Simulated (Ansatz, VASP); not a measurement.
Two plane-wave programs on Tl

```
CELL_PARAMETERS angstrom
3.28320 0.00000 0.00000
-1.64160 2.84333 0.00000
0.00000 0.00000 5.24875
ATOMIC_POSITIONS crystal
Tl 0.33333 0.66667 0.25000
Tl 0.66667 0.33333 0.75000
```

Change from the starting cell: strain -0.050 along x and y, -0.050 along z, atoms carried along.

Alike in both runs: task single point; functional PBE; k mesh 18 × 18 × 10; occupations gaussian, width 0.15 eV; no spin polarisation.

|  | VASP | Ansatz |
| --- | --- | --- |
| version | VASP 6.6.1 | Ansatz 0.2.0 |
| potentials or method | VASP PAW PBE potentials, release 64 (Tl_d), cutoff 520 eV | scalar-relativistic, plane waves, PAW |
| valence electrons in the cell | 26 | 26 |

|  | VASP | Ansatz | Ansatz less VASP |
| --- | --- | --- | --- |
| gap on the k mesh at the Fermi level (eV) | none | none | - |
| pressure (GPa) | 12.9 | 13.0 | +0.07 |
| traceless stress, the component that is largest in VASP (GPa) | 0.53 | 0.54 | +0.006 |

A gap of «none» marks a metal or a gap that the smearing closes. With one functional, cell and mesh, what is left measures potentials, basis and numerics.

Neither program's run includes spin-orbit coupling.
